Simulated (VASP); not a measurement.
# Fe (Fmmm) in VASP: further runs, part 2 of 2

VASP 6.6.1.

### 3 Electric field gradients, LDA, collinear spin, ferromagnetic start (zz strain of +3 %)

File INCAR:

```
PREC     = Accurate       # precision mode
ENCUT    = 520            # plane-wave cutoff, eV
EDIFF    = 1E-8           # SCF threshold, eV
ISMEAR   = -1             # smearing method
SIGMA    = 0.05           # smearing width, eV
LREAL    = False          # projectors in reciprocal space
LASPH    = True           # aspherical terms in the spheres
NELM     = 150            # most SCF steps
ALGO     = Normal         # electronic algorithm
ISIF     = 2              # what is computed and relaxed
LWAVE    = False          # write WAVECAR
LCHARG   = False          # write CHGCAR
ISPIN    = 2              # spin polarisation
MAGMOM   = 3              # initial moments
LORBIT   = 11             # projections on sites
LMAXMIX  = 4              # l up to which the mixer works
GGA      = CA             # functional
LEFG     = True         
NBANDS   = 14             # bands
```

File KPOINTS:

```
regular mesh
0
Gamma
  16 16 16
```

File POSCAR:

```
Fe
1.0
    0.0000000000      1.9417396906      2.0240583172
    1.4984397099      0.0000000000      2.0240583172
    1.4984397099      1.9417396906      0.0000000000
Fe
1
Direct
    0.0000000000      0.0000000000      0.0000000000
```

Potentials or basis: VASP PAW LDA potentials, release 64 (Fe).

Started as:

```console
$ cat potpaw_LDA.64/Fe/POTCAR > POTCAR
$ mpirun -np 1 vasp_std > vasp.out
```

OUTCAR:

```text
PREC = Accurate
   ENCUT = 520
   EDIFF = 1E-8
   ISMEAR = -1
   LREAL = False
   LASPH = True
   NELM = 150
   ISIF = 2
   ISPIN = 2
   LORBIT = 11
   GGA = CA

 ion  position               nearest neighbor table
   1  0.000  0.000  0.000-

  LATTYP: Found a face centered orthorhombic cell.
 ALAT       =     2.9968794198
 B/A-ratio  =     1.2958410524
 C/A-ratio  =     1.3507772811

  Lattice vectors:

 A1 = (   0.0000000000,   1.9417396906,   2.0240583172)
 A2 = (   1.4984397099,   0.0000000000,   2.0240583172)
 A3 = (   1.4984397099,   1.9417396906,   0.0000000000)

Analysis of symmetry for initial positions (statically):
=====================================================================
 Subroutine PRICEL returns:
 Original cell was already a primitive cell.

 Routine SETGRP: Setting up the symmetry group for a
 face centered orthorhombic supercell.

[... 1025 lines left out ...]
     1.498439710  0.000000000  2.024058317     0.333680426 -0.257501045  0.247028456
     1.498439710  1.941739691  0.000000000     0.333680426  0.257501045 -0.247028456

 POSITION                                       TOTAL-FORCE (eV/Angst)
 -----------------------------------------------------------------------------------
      0.00000      0.00000      0.00000         0.000000      0.000000      0.000000
 -----------------------------------------------------------------------------------
    total drift:                                0.000000     -0.000000      0.000000

  FREE ENERGIE OF THE ION-ELECTRON SYSTEM (eV)
  ---------------------------------------------------
  free  energy   TOTEN  =        -9.0936121277 eV

  energy  without entropy=       -9.0838813334  energy(sigma->0) =       -9.08874673

 Electric field gradients (V/A^2)
---------------------------------------------------------------------
 ion       V_xx      V_yy      V_zz      V_xy      V_xz      V_yz
---------------------------------------------------------------------
   1       6.233    -3.793    -2.440     0.003    -0.004     0.000
---------------------------------------------------------------------

 Electric field gradients after diagonalization (V/A^2)
 (convention: |V_zz| > |V_xx| > |V_yy|)
----------------------------------------------------------------------
 ion       V_xx      V_yy      V_zz     asymmetry (V_yy - V_xx)/ V_zz
----------------------------------------------------------------------
   1      -3.793    -2.440     6.233       0.217
----------------------------------------------------------------------

           NMR quadrupolar parameters

 Cq : quadrupolar parameter    Cq=e*Q*V_zz/h
 eta: asymmetry parameters     (V_yy - V_xx)/ V_zz
 Q  : nuclear electric quadrupole moment in mb (millibarn)
----------------------------------------------------------------------
 ion       Cq(MHz)       eta       Q (mb)
----------------------------------------------------------------------
   1       0.015       0.217       1.000
----------------------------------------------------------------------

 total charge

# of ion       s       p       d       tot
------------------------------------------
    1        0.475   0.503   6.233   7.211

 magnetization (x)

# of ion       s       p       d       tot
------------------------------------------
    1       -0.011  -0.033   2.222   2.179
```

Wall time 68 s (1 thread of Intel Xeon 6975P-C (Granite Rapids), shared host); peak memory 0.25 GiB.

Results:

```yaml
Free_energy: -9.0936 eV
Pressure: -22.7 GPa
Net_moment: 2.20 μB per cell
Site_moments: Fe +2.18 μB
Largest_electric_field_gradient_by_atom: Fe +6.2 V/Å²
Valence_electrons_inside_the_program's_atomic_spheres: Fe 7.21
```

Stress tensor (GPa, compression positive):
```
-26.73   0.00   0.00
  0.00 -17.92   0.00
  0.00   0.00 -23.37
```

Electric field gradients, principal values (V/Å²):
```tsv
atom	least	middle	greatest (by size)
1 Fe	-2.440	-3.793	6.233
```

Caveat: the cell differs from its parent crystal (zz strain of +3 %); the cell stands under tension; without QUAD_EFG the Cq values of the log hold for a quadrupole moment of 1 mb, not for the nuclei.
